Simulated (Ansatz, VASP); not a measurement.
**Two plane-wave programs on BiTe**

```xyz
2
Lattice="2.4227 1.3988 3.4002 -2.4227 1.3988 3.4002 0.0000 -2.7975 3.4002" Properties=species:S:1:pos:R:3 pbc="T T T"
Bi    0.0000    0.0000    5.1003
Te    0.0000    0.0000    0.0000
```

Change from the starting cell: strain +0.000 along x and y, +0.025 along z, atoms carried along.

Alike in both runs: task single point; functional PBE; k mesh 12 × 12 × 12; occupations gaussian, width 0.15 eV; no spin polarisation.

|  | VASP | Ansatz |
| --- | --- | --- |
| version | VASP 6.6.1 | Ansatz 0.2.0 |
| potentials or method | VASP PAW PBE potentials, release 64 (Bi_d, Te), cutoff 520 eV | scalar-relativistic, plane waves, PAW |
| valence electrons in the cell | 21 | 31 |

|  | VASP | Ansatz | Ansatz less VASP |
| --- | --- | --- | --- |
| gap on the k mesh at the Fermi level (eV) | none | none | - |
| pressure (GPa) | -1.0 | -0.9 | +0.07 |

A gap of «none» marks a metal or a gap that the smearing closes. VASP's potentials hold 21 valence electrons a cell and Ansatz's 31, so a difference there can come from the potentials and not from the codes.

Spin-orbit coupling is off throughout.
